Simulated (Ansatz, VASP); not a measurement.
## WS2 in VASP and in Ansatz

The input INCAR:

```
SYSTEM = WS2
PREC = Accurate
ENCUT = 520
EDIFF = 1E-6
ISMEAR = 0
SIGMA = 0.05
LREAL = .False.
LASPH = .True.
NELM = 100
ALGO = Normal
ISIF = 2
LWAVE = .False.
LCHARG = .False.
LDIPOL = .True.
IDIPOL = 3
DIPOL = 0.5 0.5 0.500
GGA = PS
NBANDS = 35
```

The input KPOINTS:

```
regular mesh
0
Gamma
  9 9 1
  0 0 0
```

The input POSCAR:

```
WS2
1.0
    3.1476068077      0.0000000000      0.0000000000
   -1.5738034039      2.7259074566      0.0000000000
    0.0000000000      0.0000000000     24.5038647401
S W
4 2
Direct
    0.3333333333      0.6666666667      0.3060741675
    0.3333333333      0.6666666667      0.4339478745
    0.0000000000      0.0000000000      0.5660521255
    0.0000000000      0.0000000000      0.6939258325
    0.6666666667      0.3333333333      0.3700183493
    0.3333333333      0.6666666667      0.6299963073
```

Input for Ansatz:

```yaml
crystal:
  lattice:
    - [3.1476068077, 0.0, 0.0]
    - [-1.5738034039, 2.7259074566, 0.0]
    - [0.0, 0.0, 24.5038647401]
  atoms:
    - { symbol: S, position: [0.3333333333, 0.6666666667, 0.3060741675] }
    - { symbol: W, position: [0.6666666667, 0.3333333333, 0.3700183493] }
    - { symbol: S, position: [0.3333333333, 0.6666666667, 0.4339478745] }
    - { symbol: S, position: [0.0, 0.0, 0.5660521255] }
    - { symbol: W, position: [0.3333333333, 0.6666666667, 0.6299963073] }
    - { symbol: S, position: [0.0, 0.0, 0.6939258325] }
basis:
  ecutwfc: 420
kpoints:
  mp_grid: { grid: [9, 9, 1] }
hamiltonian:
  xc: pbesol
scf:
  occupations: { method: gaussian, width: 0.05 }
  n_extra_bands: 1
output:
  forces: true
  stress: true
  eigenvalues: true
efield:
  axis: 3
  dipole_correction: true
  ramp_width: 0.04
```

Alike in both runs: task single point; functional PBEsol; k mesh 9 × 9 × 1; occupations gaussian, width 0.05 eV; no spin polarisation.

```csv
,VASP,Ansatz
version,VASP 6.6.1,Ansatz 0.2.0
potentials or method,"VASP PAW PBE potentials, release 64 (S, W_sv), cutoff 520 eV","scalar-relativistic, plane waves, PAW"
valence electrons in the cell,52,52
```

|  | VASP | Ansatz | Ansatz less VASP |
| --- | --- | --- | --- |
| gap on the k mesh at the Fermi level (eV) | 1.63 | 1.62 | -0.016 |
| least direct gap on the mesh (eV) | 1.89 | 1.89 | -0.004 |
| rms of the force components (eV/Å) | 0.009 | 0.005 | -0.0039 |

VASP's potentials were made for PBE, not for PBEsol.

Spin-orbit coupling is off throughout.
